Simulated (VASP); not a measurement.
Runs of VASP 6.6.1 on Cu. The structure is that of space group Fm-3m (No. 225), or close to it. The cells are those of the table. 

```csv
cell,gap on the mesh (eV),pressure (GPa)
"a = 2.556 Å, angles 60.0°, 1 atom",none,-4.1
"a = 2.518, b = 2.518, c = 2.480 Å, angles 60.5, 60.5, 59.0°, 1 atom",none,5.9
"a = 2.537, b = 2.537, c = 2.518 Å, angles 60.3, 60.3, 59.5°, 1 atom",none,(a)
"a = 2.595, b = 2.595, c = 2.633 Å, angles 59.5, 59.5, 61.0°, 1 atom",none,-11.1
"a = 2.575, b = 2.575, c = 2.595 Å, angles 59.8, 59.8, 60.5°, 1 atom",none,(b)
```

Alike in all rows: task single point; level r2SCAN; potentials or basis VASP PAW PBE potentials, release 64 (Cu); no spin polarisation; k mesh 16 × 16 × 16; cutoff (eV) 520; smearing gaussian 0.15 eV.

Estimate the missing entries.

(a) 0.5; (b) -7.9.

Caveats: the PAW data sets were made with another functional, which shifts forces and pressure a little.

A gap of «none» marks levels without a gap at the run's occupations.
